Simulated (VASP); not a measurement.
A run of VASP 6.6.1:

INCAR

```
SYSTEM = Be3Te2S
PREC = Accurate
ENCUT = 520
EDIFF = 1E-7
ISMEAR = 0
SIGMA = 0.01
LREAL = .False.
LASPH = .True.
NELM = 60
ALGO = Normal
ISIF = 2
LWAVE = .False.
LCHARG = .False.
GGA = PE
NBANDS = 21
```

The input KPOINTS:

```
regular mesh
0
Gamma
  6 6 6
  0 0 0
```

POSCAR

```
Be3Te2S
1.0
   -1.9520130917      5.8475178682      2.7455417820
    1.9520130917     -5.8475178682      2.7455417820
    1.9520130917      5.8475178682     -2.7455417820
S Be Te
1 3 2
Direct
   -0.0001509540     -0.0001509540      0.0000000000
    0.2083419947      0.7083419947      0.5000000000
    0.6223379212      0.7719797434      0.8503581779
    0.9216215655      0.7719797434      0.1496418221
    0.3348696586     -0.0010752637      0.3359449223
    0.6629798139     -0.0010752637      0.6640550777
```

Potentials or basis: VASP PAW PBE potentials, release 64 (S, Be, Te).

Launch:

```sh
$ cat potpaw_PBE.64/S/POTCAR potpaw_PBE.64/Be/POTCAR potpaw_PBE.64/Te/POTCAR > POTCAR
$ mpirun -np 1 vasp_std > vasp.out
```

Hardware: 1 thread of Intel(R) Xeon(R) 6975P-C (Granite Rapids), on a shared host.

**Question.** Estimate the wall time of this run.

**Answer.** Run time: 110 s on 1 thread of Intel(R) Xeon(R) 6975P-C (Granite Rapids), with other jobs on the host, peak memory 0.41 GiB. Counts: scf iterations 16, k points 46.
